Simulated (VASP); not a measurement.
Wanted: the native input for a VASP 6.6.1 run.

| Property | Result |
| --- | --- |
| Task | relaxation of cell and atoms |
| Functional | PBEsol |
| Potentials or basis | VASP PAW PBE potentials, release 64 (Te) |
| Cutoff | 600 eV |
| k mesh | 9 × 9 × 9 |
| Occupations | fermi-dirac, width 0.05 eV |
| Spin | no spin polarisation |
| Dipole correction | no |
| Further INCAR settings | ALGO = Normal; EDIFF = 1e-06; IBRION = 2; EDIFFG = -0.02; NSW = 80; ISIF = 3 |

The structure of Te lies in POSCAR:

```
Te
1.0
    2.3059043400      1.3313144900      1.6909537000
   -2.3059043400      1.3313144900      1.6909537000
    0.0000000000     -2.6626289900      1.6909537000
Te
1
Direct
    0.5000000026      0.5000000026      0.5000000007
```

These files were run (other wordings do the same):

INCAR

```
PREC     = Accurate       # precision mode
ENCUT    = 600            # plane-wave cutoff, eV
EDIFF    = 1E-6           # SCF threshold, eV
ISMEAR   = -1             # smearing method
SIGMA    = 0.05           # smearing width, eV
LREAL    = False          # projectors in reciprocal space
LASPH    = True           # aspherical terms in the spheres
NELM     = 80             # most SCF steps
ALGO     = Normal         # electronic algorithm
ISIF     = 3              # what is computed and relaxed
LWAVE    = False          # write WAVECAR
LCHARG   = False          # write CHGCAR
GGA      = PS             # functional
IBRION   = 2              # ionic algorithm
NSW      = 80             # ionic steps
EDIFFG   = -0.02          # ionic threshold
```

KPOINTS

```
Automatic mesh
0
Gamma
  9 9 9
```

Potentials or basis: VASP PAW PBE potentials, release 64 (Te).

Launch:

```console
$ cat potpaw_PBE.64/Te/POTCAR > POTCAR
$ mpirun -np 1 vasp_std > vasp.out
```

It gave:

```
Pressure after relaxing : 0.0 GPa
Band gap on the k mesh  : zero (band 3 reaches 9.37 eV, above the bottom of band 4 at 4.46 eV)
```

Caveat: the relaxation stopped at its first step, so nothing moved; the PAW data sets were made with another functional, which shifts forces and pressure a little; spin-orbit coupling is left out, which moves the levels of the heavy elements.

It took 11 s on 1 thread of AMD EPYC 7R13 Processor (Zen 3) (shared host), peak memory 0.13 GiB.
